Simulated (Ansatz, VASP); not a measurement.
**One calculation of BaTiO3, two programs**

```
Ba Ti O
1.0
     3.96723    0.00000    0.00000
     0.00000    3.96723    0.00000
     0.00000    0.00000    4.00730
Ba Ti O
1 1 3
Cartesian
  1.9836 1.9836 2.0036
  0.0000 0.0000 0.0000
  1.9836 0.0000 0.0000
  0.0000 1.9836 0.0000
  0.0000 0.0000 2.0036
```

Change from the starting cell: equal xx and yy strain of -1 %.

Alike in both runs: task single point; functional PBE; k mesh 8 × 8 × 8; occupations fermi-dirac, width 0.05 eV; no spin polarisation.

```csv
,VASP,Ansatz
version,VASP 6.6.1,Ansatz 0.2.0
potentials or method,"VASP PAW PBE potentials, release 64 (Ba_sv, Ti_sv, O), cutoff 520 eV","all-electron LAPW, scalar-relativistic"
```

```tsv
	VASP	Ansatz	Ansatz less VASP
pressure (GPa)	7.0	5.1	-1.89
traceless stress, the component that is largest in VASP (GPa)	-1.41	-1.36	+0.049
```

Ansatz ran all-electron here, and VASP with PAW potentials.

Spin-orbit coupling is off throughout.
